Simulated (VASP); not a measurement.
# Ta5TiN6 (P4/mmm) in VASP: single point with PBE

Aim: the single point of Ta5TiN6 with PBE.

Everything below comes from runs of VASP 6.6.1. Logs are shortened: lines on timing, memory, paths and dates and some standing lists are left out, and cuts for length are marked.

## Step 1: The cell of the first run

The structure is tetragonal, space group P4/mmm (No. 123). The conventional cell has a = 3.113 Å, b = 3.113 Å, c = 13.143 Å, α = 90.00°, β = 90.00°, γ = 90.00°. Within 2.9 Å of Ti (site symmetry 4/mmm) lie 6 N at 2.16 to 2.20 Å. Within 2.9 Å of Ta (site symmetry 4/mmm) lie 6 N at 2.20 to 2.22 Å. Ta (site symmetry 4mm) has 6 N at 2.20 to 2.21 Å within 2.9 Å. Within 2.8 Å of Ta (site symmetry 4mm) lie 6 N at 2.11 to 2.24 Å. Within 2.9 Å of N (site symmetry 4mm) lie 6 Ta at 2.20 to 2.24 Å. Within 2.9 Å of N (site symmetry 4/mmm) lie 6 Ta at 2.20 Å. Within 2.9 Å of N (site symmetry 4mm) lie 1 Ti at 2.16 Å and 5 Ta at 2.20 to 2.21 Å. N (site symmetry 4/mmm) has 2 Ta at 2.11 Å and 4 Ti at 2.20 Å within 2.8 Å.

## Step 2: Single point, PBE, collinear spin

The input, INCAR:

```
SYSTEM = Ta5TiN6
PREC = Accurate
ENCUT = 520
EDIFF = 1E-7
ISMEAR = 0
SIGMA = 0.1
LREAL = .False.
LASPH = .True.
NELM = 150
ALGO = Normal
ISIF = 2
LWAVE = .False.
LCHARG = .True.
ISPIN = 2
MAGMOM = 1 0 0 0 0 0 0 0 0 0 0 0
LORBIT = 11
LMAXMIX = 4
GGA = PE
LELF = .True.
LVHAR = .True.
NBANDS = 64
```

The input, KPOINTS:

```
regular mesh
0
Gamma
  6 6 2
  0 0 0
```

The input, POSCAR:

```
Ta5TiN6
1.0
    3.1126352012      0.0000000000      0.0000000000
    0.0000000000      3.1126352012      0.0000000000
    0.0000000000      0.0000000000     13.1432383266
Ti Ta N
1 5 6
Direct
    0.5000000000      0.5000000000      0.5000000000
    0.0000000000      0.0000000000      0.0000000000
    0.5000000000      0.5000000000      0.1672641010
    0.0000000000      0.0000000000      0.3392530591
    0.0000000000      0.0000000000      0.6607469409
    0.5000000000      0.5000000000      0.8327358990
    0.0000000000      0.0000000000      0.8312731535
    0.5000000000      0.5000000000      0.0000000000
    0.0000000000      0.0000000000      0.1687268465
    0.5000000000      0.5000000000      0.3357526514
    0.0000000000      0.0000000000      0.5000000000
    0.5000000000      0.5000000000      0.6642473486
```

Potentials or basis: VASP PAW PBE potentials, release 64 (Ti_sv, Ta_pv, N).

Started as:

```
cat potpaw_PBE.64/Ti_sv/POTCAR potpaw_PBE.64/Ta_pv/POTCAR potpaw_PBE.64/N/POTCAR > POTCAR
mpirun -np 1 vasp_std > vasp.out
```

OUTCAR:

```text
SYSTEM = Ta5TiN6
   PREC = Accurate
   ENCUT = 520
   EDIFF = 1E-7
   ISMEAR = 0
   LREAL = .False.
   LASPH = .True.
   NELM = 150
   ISIF = 2
   ISPIN = 2
   LORBIT = 11
   GGA = PE

 ion  position               nearest neighbor table
   1  0.500  0.500  0.500-  10 2.16  12 2.16  11 2.20  11 2.20  11 2.20  11 2.20   5 3.05   5 3.05
                             4 3.05   5 3.05   4 3.05   4 3.05   5 3.05   4 3.05
   2  0.000  0.000  0.000-   8 2.20   8 2.20   8 2.20   8 2.20   9 2.22   7 2.22   6 3.11   6 3.11
                             3 3.11   6 3.11   3 3.11   3 3.11   6 3.11   3 3.11
   3  0.500  0.500  0.167-   8 2.20   9 2.20   9 2.20   9 2.20   9 2.20  10 2.21   2 3.11   2 3.11
                             2 3.11   2 3.11   4 3.16   4 3.16   4 3.16   4 3.16
   4  0.000  0.000  0.339-  11 2.11  10 2.20  10 2.20  10 2.20  10 2.20   9 2.24   1 3.05   1 3.05
                             1 3.05   1 3.05   3 3.16   3 3.16   3 3.16   3 3.16
   5  0.000  0.000  0.661-  11 2.11  12 2.20  12 2.20  12 2.20  12 2.20   7 2.24   1 3.05   1 3.05
                             1 3.05   1 3.05   6 3.16   6 3.16   6 3.16   6 3.16
   6  0.500  0.500  0.833-   8 2.20   7 2.20   7 2.20   7 2.20   7 2.20  12 2.21   2 3.11   2 3.11
                             2 3.11   2 3.11   5 3.16   5 3.16   5 3.16   5 3.16
   7  0.000  0.000  0.831-   6 2.20   6 2.20   6 2.20   6 2.20   2 2.22   5 2.24
   8  0.500  0.500  0.000-   3 2.20   6 2.20   2 2.20   2 2.20   2 2.20   2 2.20
   9  0.000  0.000  0.169-   3 2.20   3 2.20   3 2.20   3 2.20   2 2.22   4 2.24
  10  0.500  0.500  0.336-   1 2.16   4 2.20   4 2.20   4 2.20   4 2.20   3 2.21
  11  0.000  0.000  0.500-   4 2.11   5 2.11   1 2.20   1 2.20   1 2.20   1 2.20
  12  0.500  0.500  0.664-   1 2.16   5 2.20   5 2.20   5 2.20   5 2.20   6 2.21

  LATTYP: Found a simple tetragonal cell.
 ALAT       =     3.1126352012
 C/A-ratio  =     4.2225437538

  Lattice vectors:

 A1 = (   3.1126352012,   0.0000000000,   0.0000000000)
 A2 = (   0.0000000000,   3.1126352012,   0.0000000000)
 A3 = (   0.0000000000,   0.0000000000,  13.1432383266)

Analysis of symmetry for initial positions (statically):
=====================================================================
 Subroutine PRICEL returns:
 Original cell was already a primitive cell.

 Routine SETGRP: Setting up the symmetry group for a
 simple tetragonal supercell.

 Subroutine GETGRP returns: Found 16 space group operations
 (whereof 16 operations were pure point group operations)
 out of a pool of 16 trial point group operations.

The static configuration has the point symmetry D_4h.

Analysis of symmetry for dynamics (positions and initial velocities):
=====================================================================
 Subroutine PRICEL returns:
 Original cell was already a primitive cell.

 Routine SETGRP: Setting up the symmetry group for a
[... 1452 lines left out ...]
 Fermi energy:         9.7648736718

 spin component 2

 k-point     1 :       0.0000    0.0000    0.0000
  band No.  band energies     occupation
      1     -48.2099      1.00000
      2     -26.7451      1.00000
      3     -26.6391      1.00000
      4     -26.4722      1.00000
      5     -26.3360      1.00000
      6     -26.3360      1.00000
[... 1249 lines left out ...]
     59      12.7315      0.00000
     60      12.7315      0.00000
 [bands above 60 left out]

------------------------ aborting loop because EDIFF is reached ----------------------------------------

  FORCE on cell =-STRESS in cart. coord.  units (eV):
  Direction    XX          YY          ZZ          XY          YZ          ZX
  --------------------------------------------------------------------------------------
  -------------------------------------------------------------------------------------
  Total        0.5926628      0.5926628      0.5857144      0.0000000     -0.0000000      0.0000000
  in kB        7.4569185      7.4569185      7.3694936      0.0000000     -0.0000000      0.0000000
  external PRESSURE =       7.4277769 kB  Pullay stress =       0.0000000 kB

 VOLUME and BASIS-vectors are now :
 -----------------------------------------------------------------------------
  energy-cutoff  :      520.00
  volume of cell :      127.34
      direct lattice vectors                 reciprocal lattice vectors
     3.112635201  0.000000000  0.000000000     0.321271185  0.000000000  0.000000000
     0.000000000  3.112635201  0.000000000     0.000000000  0.321271185  0.000000000
     0.000000000  0.000000000 13.143238327     0.000000000  0.000000000  0.076084750

 POSITION                                       TOTAL-FORCE (eV/Angst)
 -----------------------------------------------------------------------------------
      1.55632      1.55632      6.57162        -0.000000      0.000000      0.000000
      0.00000      0.00000      0.00000        -0.000000      0.000000      0.000000
      1.55632      1.55632      2.19839        -0.000000     -0.000000      0.002769
      0.00000      0.00000      4.45888         0.000000      0.000000      0.008491
      0.00000      0.00000      8.68435        -0.000000      0.000000     -0.008491
      1.55632      1.55632     10.94485        -0.000000     -0.000000     -0.002769
      0.00000      0.00000     10.92562        -0.000000      0.000000     -0.000364
      1.55632      1.55632      0.00000        -0.000000      0.000000      0.000000
      0.00000      0.00000      2.21762         0.000000      0.000000      0.000364
      1.55632      1.55632      4.41288        -0.000000      0.000000     -0.000896
      0.00000      0.00000      6.57162        -0.000000      0.000000      0.000000
      1.55632      1.55632      8.73036        -0.000000     -0.000000      0.000896
 -----------------------------------------------------------------------------------
    total drift:                                0.000000     -0.000000      0.000000

  FREE ENERGIE OF THE ION-ELECTRON SYSTEM (eV)
  ---------------------------------------------------
  free  energy   TOTEN  =      -128.8124254804 eV

  energy  without entropy=     -128.7692677879  energy(sigma->0) =     -128.79084663

 total charge

# of ion       s       p       d       tot
------------------------------------------
    1        2.157   6.173   2.014  10.344
    2        0.270   6.217   2.445   8.932
    3        0.273   6.220   2.430   8.922
    4        0.280   6.229   2.405   8.915
    5        0.280   6.229   2.405   8.915
    6        0.273   6.220   2.430   8.922
    7        1.229   2.533   0.000   3.761
    8        1.229   2.540   0.000   3.769
    9        1.229   2.533   0.000   3.761
   10        1.231   2.528   0.000   3.759
   11        1.238   2.505   0.000   3.743
   12        1.231   2.528   0.000   3.759
--------------------------------------------------
tot         10.919  52.454  14.129  77.502

 magnetization (x)

# of ion       s       p       d       tot
------------------------------------------
    1        0.000   0.000   0.000   0.000
    2        0.000   0.000   0.000   0.000
    3        0.000   0.000   0.000   0.000
    4        0.000   0.000   0.000   0.000
    5        0.000   0.000   0.000   0.000
    6        0.000   0.000   0.000   0.000
    7       -0.000   0.000   0.000   0.000
    8       -0.000   0.000   0.000   0.000
    9       -0.000   0.000   0.000   0.000
   10        0.000   0.000   0.000   0.000
   11       -0.000  -0.000   0.000  -0.000
   12        0.000   0.000   0.000   0.000
--------------------------------------------------
tot          0.000   0.000   0.000   0.000
```

OSZICAR:

```text
N       E                     dE             d eps       ncg     rms          rms(c)
DAV:   1     0.111583065385E+04    0.11158E+04   -0.50327E+04  5136   0.167E+03
DAV:   2    -0.224195449465E+02   -0.11383E+04   -0.10880E+04  5232   0.512E+02
[... 18 lines left out ...]
DAV:  21    -0.128812444596E+03   -0.26397E-04   -0.36770E-05  6368   0.245E-02    0.344E-02
DAV:  22    -0.128812427679E+03    0.16917E-04   -0.60136E-05  7544   0.347E-02    0.180E-02
DAV:  23    -0.128812427599E+03    0.80296E-07   -0.12332E-05  7000   0.148E-02    0.138E-02
DAV:  24    -0.128812425793E+03    0.18053E-05   -0.58867E-06  6736   0.113E-02    0.537E-03
DAV:  25    -0.128812425778E+03    0.15076E-07   -0.28388E-06  6968   0.781E-03    0.398E-03
DAV:  26    -0.128812425438E+03    0.34057E-06   -0.92460E-07  5912   0.461E-03    0.111E-03
DAV:  27    -0.128812425480E+03   -0.42590E-07   -0.14242E-07  4128   0.182E-03
   1 F= -.12881243E+03 E0= -.12879085E+03  d E =-.431577E-01  mag=     0.0005
```

stdout:

```text
POSCAR found type information on POSCAR TiTaN
 POSCAR found :  3 types and      12 ions
 scaLAPACK will be used
 LDA part: xc-table for (Slater+PW92), standard interpolation
 POSCAR, INCAR and KPOINTS ok, starting setup
 FFT: planning ... GRIDC
 FFT: planning ... GRID_SOFT
 FFT: planning ... GRID
 WAVECAR not read
 entering main loop
```

Run time: 17 min. Hardware: 1 thread of Intel Xeon 8259CL, shared host; peak memory 0.43 GiB.

What came out:

```yaml
Free_energy: -128.8124 eV
Pressure: 0.7 GPa
Largest_force: 0.008 eV/Å
Net_moment: 0.00 μB per cell
Valence_electrons_inside_the_program's_atomic_spheres: Ti 10.34; Ta 8.93, 8.92, 8.91 (each value once); N 3.76, 3.77, 3.74 (each value once)
```

Forces on the atoms (eV/Å):
```
Ti   0.000  0.000  0.000
Ta   0.000  0.000  0.000
Ta   0.000  0.000  0.003
Ta   0.000  0.000  0.008
Ta   0.000  0.000 -0.008
Ta   0.000  0.000 -0.003
N    0.000  0.000  0.000
N    0.000  0.000  0.000
N    0.000  0.000  0.000
N    0.000  0.000 -0.001
N    0.000  0.000  0.000
N    0.000  0.000  0.001
```

Levels at points of the mesh, in eV from the Fermi level:
Spin up:
```csv
k point,band 45,band 46,band 47,band 48,band 49,band 50,band 51,band 52,band 53,band 54
"(0.00, 0.00, 0.00)",-3.61,-3.61,-3.28,-2.69,-1.87,-1.87,-1.43,0.05,0.05,0.06
"(0.50, 0.00, 0.00)",0.46,0.64,0.74,0.89,1.09,1.13,1.16,1.21,1.44,1.44
"(0.50, 0.50, 0.00)",-4.38,-1.92,-1.92,-1.62,-1.62,1.59,1.59,1.63,1.65,1.65
"(0.00, 0.00, 0.50)",-3.95,-3.95,-3.61,-2.49,-1.48,-1.21,-1.21,-1.09,-1.09,0.15
"(0.50, 0.00, 0.50)",0.55,0.56,0.62,0.63,0.70,0.80,0.81,1.29,1.64,1.70
"(0.50, 0.50, 0.50)",-3.41,-3.40,-3.40,-0.07,-0.07,0.10,0.10,1.83,1.89,1.95
```
Spin down:
```csv
k point,band 47,band 48,band 49,band 50,band 51,band 52
"(0.00, 0.00, 0.00)",-3.28,-2.69,-1.87,-1.87,-1.43,0.05
"(0.50, 0.00, 0.00)",0.74,0.89,1.09,1.13,1.16,1.21
"(0.50, 0.50, 0.00)",-1.92,-1.62,-1.62,1.59,1.59,1.63
"(0.00, 0.00, 0.50)",-3.61,-2.49,-1.48,-1.21,-1.21,-1.09
"(0.50, 0.00, 0.50)",0.62,0.63,0.70,0.80,0.81,1.29
"(0.50, 0.50, 0.50)",-3.40,-0.07,-0.07,0.10,0.10,1.83
```

Caveat: spin-orbit coupling is left out, which moves the levels of the heavy elements.
